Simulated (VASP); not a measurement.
# Ti5O in VASP: a series of runs

The runs below take Ti5O through relaxation of the atoms, single point, with PBE.

Everything below comes from runs of VASP 6.6.1. Logs are shortened: lines on timing, memory, paths and dates and some standing lists are left out, and cuts for length are marked.

### Step 1. The cell of the first run

The cell holds a slab with vacuum, 6 atoms: a = 2.938 Å, b = 2.938 Å, c = 24.712 Å, α = 90.00°, β = 90.00°, γ = 120.00°.

### Step 2. Relaxation of the atoms, PBE

INCAR reads:

```
SYSTEM = Ti5O
ALGO = Normal ; DIPOL = 0.5 0.5 0.396
EDIFF = 1E-6 ; EDIFFG = -0.025
ENCUT = 520 ; GGA = PE
IBRION = 2 ; IDIPOL = 3
ISIF = 2 ; ISMEAR = 0
LASPH = .TRUE. ; LCHARG = .FALSE.
LDIPOL = .TRUE. ; LREAL = .FALSE.
LWAVE = .FALSE. ; NELM = 60
NSW = 36 ; PREC = Accurate
SIGMA = 0.1
```

KPOINTS reads:

```
k-points
0
G
  9 9 1
  0 0 0
```

POSCAR reads:

```
Ti5O
1.0
    2.9381632086      0.0000000000      0.0000000000
   -1.4690816043      2.5445239791      0.0000000000
    0.0000000000      0.0000000000     24.7117068140
Ti O
5 1
Selective dynamics
Direct
    0.6666666667      0.3333333333      0.1618666015  F F F
    0.3333333333      0.6666666667      0.2559609806  F F F
    0.6666666667      0.3333333333      0.3506708119  F F F
    0.3333333333      0.6666666667      0.4475655916  F F F
    0.6666666667      0.3333333333      0.5346335206  F F F
    0.6666666667      0.3333333333      0.6260881505  F F T
```

Potentials or basis: VASP PAW PBE potentials, release 64 (Ti_sv, O).

Started as:

```sh
$ cat potpaw_PBE.64/Ti_sv/POTCAR potpaw_PBE.64/O/POTCAR > POTCAR
$ mpirun -np 1 vasp_std > vasp.out
```

OUTCAR:

```text
SYSTEM = Ti5O
   EDIFF = 1E-6
   EDIFFG = -0.025
   ENCUT = 520
   GGA = PE
   IBRION = 2
   ISIF = 2
   ISMEAR = 0
   LASPH = .TRUE.
   LREAL = .FALSE.
   NELM = 60
   NSW = 36
   PREC = Accurate

 ion  position               nearest neighbor table
   1  0.667  0.333  0.162-   2 2.88   2 2.88   2 2.88
   2  0.333  0.667  0.256-   1 2.88   1 2.88   1 2.88   3 2.89   3 2.89   3 2.89
   3  0.667  0.333  0.351-   2 2.89   2 2.89   2 2.89
   4  0.333  0.667  0.448-   5 2.74   5 2.74   5 2.74
   5  0.667  0.333  0.535-   6 2.26   4 2.74   4 2.74   4 2.74
   6  0.667  0.333  0.626-   5 2.26

  LATTYP: Found a hexagonal cell.
 ALAT       =     2.9381632086
 C/A-ratio  =     8.4105970498

  Lattice vectors:

 A1 = (   2.9381632086,   0.0000000000,   0.0000000000)
 A2 = (  -1.4690816043,   2.5445239791,   0.0000000000)
 A3 = (   0.0000000000,   0.0000000000,  24.7117068140)

Analysis of symmetry for initial positions (statically):
=====================================================================
 Subroutine PRICEL returns:
 Original cell was already a primitive cell.

 Routine SETGRP: Setting up the symmetry group for a
 hexagonal supercell.

 Subroutine GETGRP returns: Found  6 space group operations
 (whereof  6 operations were pure point group operations)
 out of a pool of 24 trial point group operations.

The static configuration has the point symmetry C_3v.

Analysis of symmetry for dynamics (positions and initial velocities):
=====================================================================
 Subroutine PRICEL returns:
 Original cell was already a primitive cell.

 Routine SETGRP: Setting up the symmetry group for a
 hexagonal supercell.

 Subroutine GETGRP returns: Found  6 space group operations
 (whereof  6 operations were pure point group operations)
 out of a pool of 24 trial point group operations.

The dynamic configuration has the point symmetry C_3v.

Analysis of constrained symmetry for selective dynamics:
=====================================================================
 Subroutine PRICEL returns:
 Original cell was already a primitive cell.

 Routine SETGRP: Setting up the symmetry group for a
 hexagonal supercell.

 Subroutine GETGRP returns: Found  6 space group operations
 (whereof  6 operations were pure point group operations)
 out of a pool of 24 trial point group operations.

The constrained configuration has the point symmetry C_3v.

 Subroutine INISYM returns: Found  6 space group operations
 (whereof  6 operations are pure point group operations),
 and found     1 'primitive' translations

----------------------------------------------------------------------------------------

                                     Primitive cell

  volume of cell :     184.7503

  direct lattice vectors                    reciprocal lattice vectors
     2.938163209  0.000000000  0.000000000     0.340348690  0.196500408  0.000000000
    -1.469081604  2.544523979  0.000000000     0.000000000  0.393000816  0.000000000
     0.000000000  0.000000000 24.711706814     0.000000000  0.000000000  0.040466650

  length of vectors
     2.938163209  2.938163209 24.711706814     0.393000816  0.393000816  0.040466650

  position of ions in fractional coordinates (direct lattice)
     0.666666667  0.333333333  0.161866602
     0.333333333  0.666666667  0.255960981
     0.666666667  0.333333333  0.350670812
     0.333333333  0.666666667  0.447565592
     0.666666667  0.333333333  0.534633521
     0.666666667  0.333333333  0.626088151

  ion indices of the primitive-cell ions
   primitive index   ion index
                 1           1
                 2           2
                 3           3
                 4           4
                 5           5
                 6           6

----------------------------------------------------------------------------------------

 KPOINTS: k-points

Automatic generation of k-mesh.
 Grid dimensions read from file:
 generate k-points for:    9    9    1

 Generating k-lattice:

  Cartesian coordinates                     Fractional coordinates (reciprocal lattice)
     0.037816521  0.021833379  0.000000000     0.111111111  0.000000000  0.000000000
     0.000000000  0.043666757  0.000000000     0.000000000  0.111111111  0.000000000
     0.000000000  0.000000000  0.040466650     0.000000000  0.000000000  1.000000000

  Length of vectors
     0.043666757  0.043666757  0.040466650

  Shift w.r.t. Gamma in fractional coordinates (k-lattice)
     0.000000000  0.000000000  0.000000000

 Subroutine IBZKPT returns following result:
 ===========================================

 Found     12 irreducible k-points:

 Following reciprocal coordinates:
            Coordinates               Weight
  0.000000  0.000000  0.000000      1.000000
  0.111111 -0.000000  0.000000      6.000000
  0.222222 -0.000000  0.000000      6.000000
  0.333333 -0.000000  0.000000      6.000000
  0.444444 -0.000000  0.000000      6.000000
  0.111111  0.111111  0.000000      6.000000
  0.222222  0.111111  0.000000     12.000000
  0.333333  0.111111  0.000000     12.000000
  0.444444  0.111111  0.000000      6.000000
  0.222222  0.222222  0.000000      6.000000
  0.333333  0.222222  0.000000     12.000000
  0.333333  0.333333  0.000000      2.000000
   k-points           NKPTS =     12   k-points in BZ     NKDIM =     12   number of bands    NBANDS=     39
   number of dos      NEDOS =    301   number of ions     NIONS =      6
   total plane-waves  NPLWV = 110592
   dimension x,y,z NGX =    24 NGY =   24 NGZ =  192
   dimension x,y,z NGXF=    48 NGYF=   48 NGZF=  384
   ions per type =               5   1
   NGX,Y,Z   is equivalent  to a cutoff of  13.58, 13.58, 12.92 a.u.
   NGXF,Y,Z  is equivalent  to a cutoff of  27.16, 27.16, 25.83 a.u.
 SYSTEM =  Ti5O
   PREC   = accura    normal or accurate (medium, high low for compatibility)
   ISTART =      0    job   : 0-new  1-cont  2-samecut
   ICHARG =      2    charge: 1-file 2-atom 10-const
   ISPIN  =      1    spin polarized calculation?
   LNONCOLLINEAR =      F non collinear calculations
   LSORBIT =      F    spin-orbit coupling
   LASPH  =      T    aspherical Exc in radial PAW
   ENCUT  =  520.0 eV  38.22 Ry    6.18 a.u.   5.46  5.46 45.95*2*pi/ulx,y,z
   NELM   =     60;   NELMIN=  2; NELMDL= -5     # of ELM steps
   EDIFF  = 0.1E-05   stopping-criterion for ELM
   LREAL  =      F    real-space projection
   EDIFFG = -.3E-01   stopping-criterion for IOM
   NSW    =     36    number of steps for IOM
   IBRION =      2    ionic relax: 0-MD 1-quasi-New 2-CG
   NFREE  =      1    steps in history (QN), initial steepest desc. (CG)
   ISIF   =      2    stress and relaxation
   ISYM   =      2    0-nonsym 1-usesym 2-fastsym
   POTIM  = 0.5000    time-step for ionic-motion
   TEBEG  =    0.0;   TEEND  =   0.0 temperature during run
   PSTRESS=    0.0 pullay stress
   NELECT =      66.0000    total number of electrons
   NUPDOWN=      -1.0000    fix difference up-down
   EMIN   =  10.00;   EMAX   =-10.00  energy-range for DOS
   EFERMI =   0.00;   METHOD = LEGACY
   ISMEAR =     0;   SIGMA  =   0.10  broadening in eV -4-tet -1-fermi 0-gaus
   EFERMI_NEDOS =   21; number of points for ismear=-14 and -15
   IALGO  =     38    algorithm
   IMIX   =      4    mixing-type and parameters
     AMIX     =   0.40;   BMIX     =  1.00
     AMIX_MAG =   1.60;   BMIX_MAG =  1.00
  volume/ion in A,a.u.               =      30.79       207.79
  Fermi-wavevector in a.u.,A,eV,Ry     =   1.161612  2.195128 18.358917  1.349342
  Thomas-Fermi vector in A             =   2.298182
   LORBIT       =      0    0 simple, 1 ext, 2 COOP (PROOUT), +10 PAW based schemes
   GGA     = PE    functional components
   LHFCALC =     F    Hartree Fock is set to
   AEXX    =    0.0000 exact exchange contribution
   IVDW    =     0    specifies the selected vdW correction
   LEPSILON=     F    determine dielectric tensor
   LRPA    =     F    only Hartree local field effects (RPA)
 conjugate gradient relaxation of ions
 non-spin polarized calculation
 Gauss-broadening in eV      SIGMA  =   0.10
  energy-cutoff  :      520.00
  volume of cell :      184.75
 maximum number of plane-waves:      5059
 NGX is ok and might be reduce to    24
   NGX = 11   NGY = 11   NGZ = 91

--------------------------------------- Ionic step        1  -------------------------------------------

 number of electron      65.9999988 magnetization

 Free energy of the ion-electron system (eV)
  ---------------------------------------------------
  ext. energy  EPLUGINS =         0.00000000
  ---------------------------------------------------
  free energy    TOTEN  =       -41.87225085 eV

  energy without entropy =      -41.81980941  energy(sigma->0) =      -41.84603013

------------------------ aborting loop because EDIFF is reached ----------------------------------------

  FORCE on cell =-STRESS in cart. coord.  units (eV):
  Direction    XX          YY          ZZ          XY          YZ          ZX
  --------------------------------------------------------------------------------------
  -------------------------------------------------------------------------------------
  Total       -0.3684139     -0.3684139    -10.1768120      0.0000000      0.0000000      0.0000000
  in kB       -3.1949303     -3.1949303    -88.2545542      0.0000000      0.0000000      0.0000000
  external PRESSURE =     -31.5481383 kB  Pullay stress =       0.0000000 kB
[... 101 lines left out ...]
  FREE ENERGIE OF THE ION-ELECTRON SYSTEM (eV)
  ---------------------------------------------------
  free  energy   TOTEN  =       -43.2474039450 eV

  energy  without entropy=      -43.2029845581  energy(sigma->0) =      -43.22519425

 dipolmoment           0.000000      0.000000     -1.854110 electrons x Angstroem

[... ionic steps 4 to 7 ...]

--------------------------------------- Ionic step        8  -------------------------------------------

 number of electron      65.9999989 magnetization

------------------------ aborting loop because EDIFF is reached ----------------------------------------

  FORCE on cell =-STRESS in cart. coord.  units (eV):
  Direction    XX          YY          ZZ          XY          YZ          ZX
  --------------------------------------------------------------------------------------
  -------------------------------------------------------------------------------------
  Total        2.3304352      2.3304352      0.9590904      0.0000000      0.0000000      0.0000000
  in kB       20.2098181     20.2098181      8.3173485      0.0000000      0.0000000      0.0000000
  external PRESSURE =      16.2456615 kB  Pullay stress =       0.0000000 kB
[... 65 lines left out ...]
  energy  without entropy=      -44.6169894884  energy(sigma->0) =      -44.63874955

--------------------------------------- Ionic step       10  -------------------------------------------

 number of electron      65.9999989 magnetization

 dipolmoment           0.000000      0.000000      0.188150 electrons x Angstroem

 Free energy of the ion-electron system (eV)
  ---------------------------------------------------
  ext. energy  EPLUGINS =         0.00000000
  ---------------------------------------------------
  free energy    TOTEN  =       -44.66130133 eV

  energy without entropy =      -44.61774956  energy(sigma->0) =      -44.63952544

 E-fermi :   0.5160     XC(G=0):  -6.5444

 val. band max:        0.5062353158   @ k =   0.1111   0.1111   0.0000
 cond. band min:       0.5169584753   @ k =   0.3333   0.2222   0.0000
 fundamental gap:      0.0107231595
 Fermi energy:         0.5159953429

 k-point     1 :       0.0000    0.0000    0.0000
  band No.  band energies     occupation
      1     -56.4440      2.00000
      2     -56.2415      2.00000
      3     -56.1781      2.00000
      4     -56.0331      2.00000
      5     -55.2257      2.00000
      6     -32.8665      2.00000
[... 493 lines left out ...]
     38       0.9199      0.00000
     39       2.0490      0.00000

------------------------ aborting loop because EDIFF is reached ----------------------------------------

 vacuum level on the upper side and lower side of the slab       (xc-potential included)         2.213        -2.358

  FORCE on cell =-STRESS in cart. coord.  units (eV):
  Direction    XX          YY          ZZ          XY          YZ          ZX
  --------------------------------------------------------------------------------------
  -------------------------------------------------------------------------------------
  Total        2.3291507      2.3291507      0.7513212      0.0000000     -0.0000000      0.0000000
  in kB       20.1986791     20.1986791      6.5155493      0.0000000     -0.0000000      0.0000000
  external PRESSURE =      15.6376358 kB  Pullay stress =       0.0000000 kB

 VOLUME and BASIS-vectors are now :
 -----------------------------------------------------------------------------
  energy-cutoff  :      520.00
  volume of cell :      184.75
      direct lattice vectors                 reciprocal lattice vectors
     2.938163209  0.000000000  0.000000000     0.340348690  0.196500408  0.000000000
    -1.469081604  2.544523979  0.000000000     0.000000000  0.393000816  0.000000000
     0.000000000  0.000000000 24.711706814     0.000000000  0.000000000  0.040466650
[... 12 lines left out ...]
  FREE ENERGIE OF THE ION-ELECTRON SYSTEM (eV)
  ---------------------------------------------------
  free  energy   TOTEN  =       -44.6613013256 eV

  energy  without entropy=      -44.6177495632  energy(sigma->0) =      -44.63952544

 reached required accuracy - stopping structural energy minimisation

 vacuum level on the upper side and lower side of the slab         9.480         4.809
```

Wall time 27 min (1 thread of Intel Xeon Platinum 8375C at 2.90GHz (Ice Lake), shared host); peak memory 0.35 GiB.

Results:

```yaml
Free_energy: -44.6613 eV
Energy_gained_by_relaxing: 464.8 meV/atom
Ionic_steps: 10
Band_gap_on_the_k_mesh: zero (bands 33 and 34 overlap by 0.91 eV)
```

The path:
```
step  energy change (eV)  largest force on free atoms (eV/Å)  pressure (GPa)
   1              0.0000                              4.3721           -3.15
   2             -0.9954                              4.9967           -2.76
   3             -1.3752                             17.3449            8.75
   4             -1.7098                              5.0258           -2.11
   5             -2.7396                              1.9792            0.56
   6             -2.6317                              4.5091            3.63
   7             -2.7866                              0.4719            1.33
   8             -2.7889                              0.1219            1.62
   9             -2.7883                              0.2717            1.43
  10             -2.7891                              0.0004            1.56
```

Final structure:
```xyz
6
Lattice="2.9382 0.0000 0.0000 -1.4691 2.5445 0.0000 0.0000 0.0000 24.7117" Properties=species:S:1:pos:R:3 pbc="T T T"
Ti    1.4691    0.8482    4.0000
Ti    0.0000    1.6963    6.3252
Ti    1.4691    0.8482    8.6657
Ti    0.0000    1.6963   11.0601
Ti    1.4691    0.8482   13.2117
O     1.4691    0.8482   14.8260
```

### Step 3. Single point, PBE

INCAR reads:

```
  PREC = Accurate
  ENCUT = 520
  EDIFF = 1E-6
  ISMEAR = 0
  SIGMA = 0.1
  LREAL = F
  LASPH = T
  NELM = 60
  ALGO = Normal
  ISIF = 2
  LWAVE = F
  LCHARG = F
  LDIPOL = T
  IDIPOL = 3
  DIPOL = 0.5 0.5 0.392
  GGA = PE
  NBANDS = 42
```

KPOINTS reads:

```
Automatic mesh
0
Gamma
  9 9 1
```

POSCAR reads:

```
Ti5O
1.0
    2.9381632086      0.0000000000      0.0000000000
   -1.4690816043      2.5445239791      0.0000000000
    0.0000000000      0.0000000000     24.7117068140
Ti O
5 1
Direct
    0.6666666667      0.3333333333      0.1618666015
    0.3333333333      0.6666666667      0.2559609806
    0.6666666667      0.3333333333      0.3506708119
    0.3333333333      0.6666666667      0.4475655916
    0.6666666667      0.3333333333      0.5346335206
    0.6666666667      0.3333333333      0.5995883032
```

Potentials or basis: VASP PAW PBE potentials, release 64 (Ti_sv, O).

Started as:

```sh
$ cat potpaw_PBE.64/Ti_sv/POTCAR potpaw_PBE.64/O/POTCAR > POTCAR
$ mpirun -np 1 vasp_std > vasp.out
```

Run time: 7.8 min. Hardware: 1 thread of Intel Xeon 8259CL, shared host; peak memory 0.35 GiB.

Results (log left out):

| Quantity | Value |
| --- | --- |
| Free energy | -44.6593 eV |
| Largest force | 1.467 eV/Å |
| Band gap on the k mesh | zero (bands 33 and 34 overlap by 0.91 eV) |

Forces in eV/Å, atoms in the order of the input:
```
Ti   0.000  0.000  0.524
Ti   0.000  0.000 -0.476
Ti   0.000  0.000  0.177
Ti   0.000  0.000 -1.467
Ti   0.000  0.000  0.793
O    0.000  0.000  0.450
```

Levels at points of the mesh, in eV from the Fermi level:
```csv
k point,band 30,band 31,band 32,band 33,band 34,band 35,band 36,band 37
"(0.00, 0.00, 0.00)",-0.12,0.29,0.47,0.73,0.74,0.74,0.80,0.80
```
